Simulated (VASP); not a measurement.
# B (Fm-3m) in VASP: further runs

Runs on B. Level: PBE. Tasks: single point.

All numbers are computed with VASP 6.6.1; they aren't measurements. Logs are shortened: lines on timing, memory, paths and dates and some standing lists are left out, and cuts for length are marked.

### Step 1. The cell of the first run

The structure is cubic, space group Fm-3m (No. 225). The conventional cell has a = 2.866 Å, b = 2.866 Å, c = 2.866 Å, α = 90.00°, β = 90.00°, γ = 90.00°. B (site symmetry m-3m) has 12 B at 2.03 Å within 2.7 Å.

### Step 2. Single point, PBE

INCAR reads:

```
  ALGO = Normal
  EDIFF = 1E-6
  ENCUT = 520
  GGA = PE
  ISIF = 2
  ISMEAR = -1
  LASPH = True
  LCHARG = False
  LREAL = False
  LWAVE = False
  NBANDS = 8
  NELM = 100
  PREC = Accurate
  SIGMA = 0.1
```

KPOINTS reads:

```
k-points
0
Gamma
  18 18 18
```

POSCAR reads:

```
B
1.0
    0.0000000000      1.4330756454      1.4330756454
    1.4330756454      0.0000000000      1.4330756454
    1.4330756454      1.4330756454      0.0000000000
B
1
Direct
    0.0000000000      0.0000000000      0.0000000000
```

Potentials or basis: VASP PAW PBE potentials, release 64 (B).

Started as:

```console
$ cat potpaw_PBE.64/B/POTCAR > POTCAR
$ mpirun -np 1 vasp_std > vasp.out
```

OUTCAR:

```text
EDIFF = 1E-6
   ENCUT = 520
   GGA = PE
   ISIF = 2
   ISMEAR = -1
   LASPH = True
   LREAL = False
   NELM = 100
   PREC = Accurate

 ion  position               nearest neighbor table
   1  0.000  0.000  0.000-

  LATTYP: Found a face centered cubic cell.
 ALAT       =     2.8661512908

  Lattice vectors:

 A1 = (   0.0000000000,   1.4330756454,   1.4330756454)
 A2 = (   1.4330756454,   0.0000000000,   1.4330756454)
 A3 = (   1.4330756454,   1.4330756454,   0.0000000000)

Analysis of symmetry for initial positions (statically):
=====================================================================
 Subroutine PRICEL returns:
 Original cell was already a primitive cell.

 Routine SETGRP: Setting up the symmetry group for a
 face centered cubic supercell.

 Subroutine GETGRP returns: Found 48 space group operations
 (whereof 48 operations were pure point group operations)
 out of a pool of 48 trial point group operations.

The static configuration has the point symmetry O_h .

Analysis of symmetry for dynamics (positions and initial velocities):
=====================================================================
 Subroutine PRICEL returns:
 Original cell was already a primitive cell.

 Routine SETGRP: Setting up the symmetry group for a
 face centered cubic supercell.

 Subroutine GETGRP returns: Found 48 space group operations
 (whereof 48 operations were pure point group operations)
 out of a pool of 48 trial point group operations.

The dynamic configuration has the point symmetry O_h .

 Subroutine INISYM returns: Found 48 space group operations
 (whereof 48 operations are pure point group operations),
 and found     1 'primitive' translations

----------------------------------------------------------------------------------------

                                     Primitive cell

  volume of cell :       5.8862

  direct lattice vectors                    reciprocal lattice vectors
     0.000000000  1.433075645  1.433075645    -0.348899935  0.348899935  0.348899935
     1.433075645  0.000000000  1.433075645     0.348899935 -0.348899935  0.348899935
     1.433075645  1.433075645  0.000000000     0.348899935  0.348899935 -0.348899935

  length of vectors
     2.026675014  2.026675014  2.026675014     0.604312415  0.604312415  0.604312415

  position of ions in fractional coordinates (direct lattice)
     0.000000000  0.000000000  0.000000000

  ion indices of the primitive-cell ions
   primitive index   ion index
                 1           1

----------------------------------------------------------------------------------------

 KPOINTS: k-points

Automatic generation of k-mesh.
 Grid dimensions read from file:
 generate k-points for:   18   18   18

 Generating k-lattice:

  Cartesian coordinates                     Fractional coordinates (reciprocal lattice)
    -0.019383330  0.019383330  0.019383330     0.055555556  0.000000000  0.000000000
     0.019383330 -0.019383330  0.019383330     0.000000000  0.055555556  0.000000000
     0.019383330  0.019383330 -0.019383330     0.000000000  0.000000000  0.055555556

  Length of vectors
     0.033572912  0.033572912  0.033572912

  Shift w.r.t. Gamma in fractional coordinates (k-lattice)
     0.000000000  0.000000000  0.000000000

 Subroutine IBZKPT returns following result:
 ===========================================

 Found    195 irreducible k-points:

 Following reciprocal coordinates:
            Coordinates               Weight
  0.000000  0.000000  0.000000      1.000000
  0.055556  0.000000  0.000000      8.000000
  0.111111  0.000000  0.000000      8.000000
  0.166667  0.000000  0.000000      8.000000
  0.222222  0.000000  0.000000      8.000000
  0.277778  0.000000  0.000000      8.000000
[... 16 lines left out ...]
 -0.277778  0.055556  0.000000     24.000000
 -0.222222  0.055556  0.000000     24.000000
 [... further k-points ...]
   k-points           NKPTS =    195   k-points in BZ     NKDIM =    195   number of bands    NBANDS=      8
   number of dos      NEDOS =    301   number of ions     NIONS =      1
   total plane-waves  NPLWV =   4096
   dimension x,y,z NGX =    16 NGY =   16 NGZ =   16
   dimension x,y,z NGXF=    32 NGYF=   32 NGZF=   32
   ions per type =               1
   NGX,Y,Z   is equivalent  to a cutoff of  13.12, 13.12, 13.12 a.u.
   NGXF,Y,Z  is equivalent  to a cutoff of  26.25, 26.25, 26.25 a.u.
 SYSTEM =  unknown system
   PREC   = accura    normal or accurate (medium, high low for compatibility)
   ISTART =      0    job   : 0-new  1-cont  2-samecut
   ICHARG =      2    charge: 1-file 2-atom 10-const
   ISPIN  =      1    spin polarized calculation?
   LNONCOLLINEAR =      F non collinear calculations
   LSORBIT =      F    spin-orbit coupling
   LASPH  =      T    aspherical Exc in radial PAW
   ENCUT  =  520.0 eV  38.22 Ry    6.18 a.u.   3.77  3.77  3.77*2*pi/ulx,y,z
   NELM   =    100;   NELMIN=  2; NELMDL= -5     # of ELM steps
   EDIFF  = 0.1E-05   stopping-criterion for ELM
   LREAL  =      F    real-space projection
   EDIFFG = 0.1E-04   stopping-criterion for IOM
   NSW    =      0    number of steps for IOM
   IBRION =     -1    ionic relax: 0-MD 1-quasi-New 2-CG
   NFREE  =      0    steps in history (QN), initial steepest desc. (CG)
   ISIF   =      2    stress and relaxation
   ISYM   =      2    0-nonsym 1-usesym 2-fastsym
   POTIM  = 0.5000    time-step for ionic-motion
   TEBEG  =    0.0;   TEEND  =   0.0 temperature during run
   PSTRESS=    0.0 pullay stress
   NELECT =       3.0000    total number of electrons
   NUPDOWN=      -1.0000    fix difference up-down
   EMIN   =  10.00;   EMAX   =-10.00  energy-range for DOS
   EFERMI =   0.00;   METHOD = LEGACY
   ISMEAR =    -1;   SIGMA  =   0.10  broadening in eV -4-tet -1-fermi 0-gaus
   EFERMI_NEDOS =   21; number of points for ismear=-14 and -15
   IALGO  =     38    algorithm
   IMIX   =      4    mixing-type and parameters
     AMIX     =   0.40;   BMIX     =  1.00
     AMIX_MAG =   1.60;   BMIX_MAG =  1.00
  volume/ion in A,a.u.               =       5.89        39.72
  Fermi-wavevector in a.u.,A,eV,Ry     =   1.307684  2.471164 23.266471  1.710037
  Thomas-Fermi vector in A             =   2.438402
   LORBIT       =      0    0 simple, 1 ext, 2 COOP (PROOUT), +10 PAW based schemes
   GGA     = PE    functional components
   LHFCALC =     F    Hartree Fock is set to
   AEXX    =    0.0000 exact exchange contribution
   IVDW    =     0    specifies the selected vdW correction
   LEPSILON=     F    determine dielectric tensor
   LRPA    =     F    only Hartree local field effects (RPA)
 non-spin polarized calculation
  energy-cutoff  :      520.00
  volume of cell :        5.89
 maximum number of plane-waves:       169
   NGX =  7   NGY =  7   NGZ =  7

 number of electron       3.0000000 magnetization

 Free energy of the ion-electron system (eV)
  ---------------------------------------------------
  ext. energy  EPLUGINS =         0.00000000
  ---------------------------------------------------
  free energy    TOTEN  =        -5.35312520 eV

  energy without entropy =       -5.34525368  energy(sigma->0) =       -5.34918944

 E-fermi :  10.5863     XC(G=0): -13.0223

 val. band max:       10.5496775963   @ k =  -0.3889   0.4444   0.1111
 cond. band min:      10.6218865067   @ k =  -0.3333   0.5000   0.1667
 fundamental gap:      0.0722089103
 Fermi energy:        10.5863058368

 k-point     1 :       0.0000    0.0000    0.0000
  band No.  band energies     occupation
      1      -8.6262      2.00000
      2      26.5676      0.00000
      3      26.5676      0.00000
      4      26.5676      0.00000
      5      43.0619      0.00000
      6      43.0619      0.00000
      7      43.0619      0.00000
      8      46.8103      0.00000

 k-point     2 :       0.0556    0.0000    0.0000
  band No.  band energies     occupation
      1      -8.4913      2.00000
      2      25.9012      0.00000
      3      26.4284      0.00000
      4      26.4284      0.00000
      5      41.6311      0.00000
      6      43.3715      0.00000
      7      43.3715      0.00000
      8      49.1644      0.00000

 k-point     3 :       0.1111    0.0000    0.0000
  band No.  band energies     occupation
      1      -8.0866      2.00000
      2      24.0073      0.00000
      3      26.0561      0.00000
      4      26.0561      0.00000
      5      40.2725      0.00000
      6      44.1331      0.00000
      7      44.1331      0.00000
      8      50.9455      0.00000

 k-point     4 :       0.1667    0.0000    0.0000
  band No.  band energies     occupation
      1      -7.4128      2.00000
      2      21.2448      0.00000
      3      25.5529      0.00000
      4      25.5529      0.00000
      5      39.8814      0.00000
      6      44.7151      0.00000
      7      44.7151      0.00000
      8      48.8984      0.00000

 k-point     5 :       0.2222    0.0000    0.0000
  band No.  band energies     occupation
      1      -6.4719      2.00000
      2      18.0636      0.00000
      3      25.0213      0.00000
      4      25.0213      0.00000
      5      40.2290      0.00000
      6      44.2302      0.00000
      7      44.2302      0.00000
      8      46.9913      0.00000

 k-point     6 :       0.2778    0.0000    0.0000
  band No.  band energies     occupation
      1      -5.2688      2.00000
      2      14.7890      0.00000
      3      24.5349      0.00000
      4      24.5349      0.00000
      5      41.0360      0.00000
      6      42.9833      0.00000
      7      42.9833      0.00000
      8      45.4132      0.00000

 k-point     7 :       0.3333    0.0000    0.0000
  band No.  band energies     occupation
      1      -3.8171      2.00000
      2      11.6153      0.00007
      3      24.1370      0.00000
      4      24.1370      0.00000
      5      41.7003      0.00000
      6      41.7003      0.00000
      7      42.0321      0.00000
      8      44.2494      0.00000

 k-point     8 :       0.3889    0.0000    0.0000
  band No.  band energies     occupation
      1      -2.1563      2.00000
      2       8.6772      2.00000
      3      23.8478      0.00000
      4      23.8478      0.00000
      5      40.6844      0.00000
      6      40.6844      0.00000
      7      42.6126      0.00000
      8      43.8998      0.00000

 k-point     9 :       0.4444    0.0000    0.0000
  band No.  band energies     occupation
      1      -0.4380      2.00000
      2       6.1760      2.00000
      3      23.6740      0.00000
      4      23.6740      0.00000
      5      40.0454      0.00000
      6      40.0454      0.00000
      7      42.3785      0.00000
      8      44.4905      0.00000

 k-point    10 :       0.5000    0.0000    0.0000
  band No.  band energies     occupation
      1       0.5556      2.00000
      2       4.9193      2.00000
      3      23.6163      0.00000
      4      23.6163      0.00000
      5      39.8285      0.00000
      6      39.8285      0.00000
      7      42.2385      0.00000
      8      44.8029      0.00000
[... 78 lines left out ...]
 k-point    18 :       0.4444    0.0556    0.0000
  band No.  band energies     occupation
      1      -0.8672      2.00000
      2       7.0226      2.00000
      3      23.1019      0.00000
      4      23.6048      0.00000
      5      37.6050      0.00000
      6      41.1166      0.00000
      7      44.2541      0.00000
      8      45.3960      0.00000

 k-point    19 :       0.5000    0.0556    0.0000
  band No.  band energies     occupation
      1       0.5564      2.00000
      2       5.1619      2.00000
      3      23.2321      0.00000
      4      23.2502      0.00000
      5      37.4941      0.00000
      6      40.4996      0.00000
      7      44.8514      0.00000
      8      45.1916      0.00000

 k-point    20 :      -0.4444    0.0556    0.0000
  band No.  band energies     occupation
      1       0.1909      2.00000
      2       5.6142      2.00000
      3      22.9784      0.00000
      4      23.5372      0.00000
      5      37.7871      0.00000
      6      40.2897      0.00000
      7      44.6675      0.00000
      8      45.3848      0.00000

 k-point    21 :      -0.3889    0.0556    0.0000
  band No.  band energies     occupation
      1      -1.4484      2.00000
      2       7.8620      2.00000
      3      22.8673      0.00000
      4      23.9395      0.00000
      5      38.4614      0.00000
      6      40.5091      0.00000
      7      43.8930      0.00000
      8      45.8436      0.00000

 k-point    22 :      -0.3333    0.0556    0.0000
  band No.  band energies     occupation
      1      -3.1608      2.00000
      2      10.6858      0.54003
      3      22.9167      0.00000
      4      24.4303      0.00000
      5      39.4600      0.00000
      6      41.1585      0.00000
      7      42.7895      0.00000
      8      46.6268      0.00000

 k-point    23 :      -0.2778    0.0556    0.0000
  band No.  band energies     occupation
      1      -4.6905      2.00000
      2      13.7884      0.00000
      3      23.1356      0.00000
      4      24.9775      0.00000
      5      40.4623      0.00000
      6      41.9564      0.00000
      7      42.2006      0.00000
      8      47.6383      0.00000

 k-point    24 :      -0.2222    0.0556    0.0000
  band No.  band energies     occupation
      1      -5.9793      2.00000
      2      17.0331      0.00000
      3      23.5208      0.00000
      4      25.5393      0.00000
      5      40.1435      0.00000
      6      42.8781      0.00000
      7      43.4866      0.00000
      8      48.6133      0.00000

 [... further k-points ...]
[... 5 lines left out ...]
  --------------------------------------------------------------------------------------
  -------------------------------------------------------------------------------------
  Total        0.0010678      0.0010678      0.0010678     -0.0000000      0.0000000      0.0000000
  in kB        0.2906468      0.2906468      0.2906468     -0.0000000      0.0000000      0.0000000
  external PRESSURE =       0.2906468 kB  Pullay stress =       0.0000000 kB

 VOLUME and BASIS-vectors are now :
 -----------------------------------------------------------------------------
  energy-cutoff  :      520.00
  volume of cell :        5.89
      direct lattice vectors                 reciprocal lattice vectors
     0.000000000  1.433075645  1.433075645    -0.348899935  0.348899935  0.348899935
     1.433075645  0.000000000  1.433075645     0.348899935 -0.348899935  0.348899935
     1.433075645  1.433075645  0.000000000     0.348899935  0.348899935 -0.348899935

 POSITION                                       TOTAL-FORCE (eV/Angst)
 -----------------------------------------------------------------------------------
      0.00000      0.00000      0.00000         0.000000     -0.000000     -0.000000
 -----------------------------------------------------------------------------------
    total drift:                               -0.000000     -0.000000     -0.000000

  FREE ENERGIE OF THE ION-ELECTRON SYSTEM (eV)
  ---------------------------------------------------
  free  energy   TOTEN  =        -5.3531252019 eV

  energy  without entropy=       -5.3452536806  energy(sigma->0) =       -5.34918944
```

It took 2.7 s on 1 thread of Intel Xeon Platinum 8488C (Sapphire Rapids), shared host; peak memory 0.11 GiB.

What came out:

| Property | Result |
| --- | --- |
| Free energy | -5.3531 eV |
| Pressure | 0.0 GPa |

### Step 3. Single point, PBE (volume scaled by 0.88)

INCAR reads:

```
PREC = Accurate ; ENCUT = 520
EDIFF = 1E-6 ; ISMEAR = -1
SIGMA = 0.1 ; LREAL = False
LASPH = True ; NELM = 80
ALGO = Normal ; ISIF = 2
LWAVE = False ; LCHARG = True
GGA = PE ; LELF = True
LVHAR = True ; NBANDS = 8
```

KPOINTS reads:

```
Automatic mesh
0
Gamma
  21 21 21
```

POSCAR reads:

```
B
1.0
    0.0000000000      1.3732934208      1.3732934208
    1.3732934208      0.0000000000      1.3732934208
    1.3732934208      1.3732934208      0.0000000000
B
1
Direct
    0.0000000000      0.0000000000      0.0000000000
```

Potentials or basis: VASP PAW PBE potentials, release 64 (B).

Started as:

```console
$ cat potpaw_PBE.64/B/POTCAR > POTCAR
$ mpirun -np 1 vasp_std > vasp.out
```

Wall time 3.3 s (1 thread of Intel Xeon Platinum 8488C (Sapphire Rapids), shared host); peak memory 0.11 GiB.

Results (log left out):

| Quantity | Value |
| --- | --- |
| Free energy | -5.2633 eV |
| Pressure | 44.4 GPa |

Levels at points of the mesh, in eV from the Fermi level:
| k point | band 1 | band 2 | band 3 | band 4 | band 5 |
| --- | --- | --- | --- | --- | --- |
| (0.00, 0.00, 0.00) | -20.81 | 17.92 | 17.92 | 17.92 | 34.91 |
